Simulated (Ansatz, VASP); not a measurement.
# One calculation of BAs, two programs

```
B As
1.0
     0.00000    2.38171    2.38171
     2.38171    0.00000    2.38171
     2.38171    2.38171    0.00000
B As
1 1
Direct
  0.00000 0.00000 0.00000
  0.75000 0.75000 0.75000
```

Alike in both runs: task single point; functional LDA; k mesh 10 × 10 × 10; no spin polarisation.

|  | VASP | Ansatz |
| --- | --- | --- |
| version | VASP 6.6.1 | Ansatz 0.2.0 |
| potentials or method | VASP PAW LDA potentials, release 64 (B, As), cutoff 520 eV | scalar-relativistic, plane waves, PAW |
| occupations | gaussian, width 0.01 eV | fixed |
| valence electrons in the cell | 8 | 18 |

VASP gave:

```
gap on the k mesh at the Fermi level (eV) : 1.11
least direct gap on the mesh (eV)         : 3.26
pressure (GPa)                            : -1.9
```

Problem. Which values does Ansatz return?

Solution. gap on the k mesh at the Fermi level (eV): 1.12; least direct gap on the mesh (eV): 3.26; pressure (GPa): -2.8.

LDA's correlation is that of Perdew and Zunger in VASP and of Perdew and Wang (1992) in Ansatz. VASP's potentials hold 8 valence electrons a cell and Ansatz's 18, so a difference there can come from the potentials and not from the codes.
